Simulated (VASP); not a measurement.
A run of VASP 6.6.1 is set up as follows.

The input INCAR:

```
SYSTEM = Y
ALGO = Normal ; EDIFF = 1E-7
ENCUT = 520 ; GGA = RP
ISIF = 2 ; ISMEAR = -1
LASPH = .TRUE. ; LCHARG = .FALSE.
LREAL = .FALSE. ; LWAVE = .FALSE.
NBANDS = 12 ; NELM = 100
PREC = Accurate ; SIGMA = 0.1
```

KPOINTS

```
k-points
0
G
  12 12 12
  0 0 0
```

POSCAR

```
Y
1.0
    0.0000000000      2.5697099500      2.5697099500
    2.5697099500      0.0000000000      2.5697099500
    2.5697099500      2.5697099500      0.0000000000
Y
1
Direct
    0.0000000000      0.0000000000      0.0000000000
```

Potentials or basis: VASP PAW PBE potentials, release 64 (Y_sv).

Launch:

```sh
$ cat potpaw_PBE.64/Y_sv/POTCAR > POTCAR
$ mpirun -np 1 vasp_std > vasp.out
```

Problem. What does it give for the pressure?

Solution. -0.1 GPa.

Caveat: the PAW data sets were made with another functional, which shifts forces and pressure a little.
